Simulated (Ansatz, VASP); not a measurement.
# MnO, level by level in two programs

```
Mn O
1.0
     2.67239    0.00000    0.00000
     0.00000    2.67239    0.00000
     0.00000    0.00000    2.67239
Mn O
1 1
Direct
  0.00000 0.00000 0.00000
  0.50000 0.50000 0.50000
```

Single points on this cell with VASP 6.6.1 and Ansatz 0.2.0. Each row is one pair of runs. Alike in all rows: smearing: fermi-dirac, width 0.05 eV; VASP's potentials, cutoff: VASP PAW PBE potentials, release 64 (Mn_pv, O), 520 eV; Ansatz's potentials, cutoff: Ansatz PAW, 420 eV.

| level | spin | k mesh | gap on the k mesh at the Fermi level (eV), VASP | gap on the k mesh at the Fermi level (eV), Ansatz |
| --- | --- | --- | --- | --- |
| PBE | off | 10 × 10 × 10 | none | none |
| PBE | collinear, typed start | 10 × 10 × 10 | none | none |
| HF | collinear, typed start | 5 × 5 × 5 | 11.60 | 11.61 |

Gap on the k mesh at the fermi level (eV): the two programs differ by at most 0.016.

VASP's potentials hold 19 valence electrons a cell and Ansatz's 21, so a difference there can come from the potentials and not from the codes.

A gap of «none» marks a metal or a gap that the smearing closes.

The k mesh is coarse in some rows, so the values compare programs but aren't converged. Noted on Ansatz's runs: the magnetic or orbital state may not be the lowest; Pulay correction over one GPa; odd divisions of the mesh miss points on the zone boundary, where band edges often lie, so the gap on the mesh can be too wide.

A gap of «none» marks a metal or a gap under the smearing width.
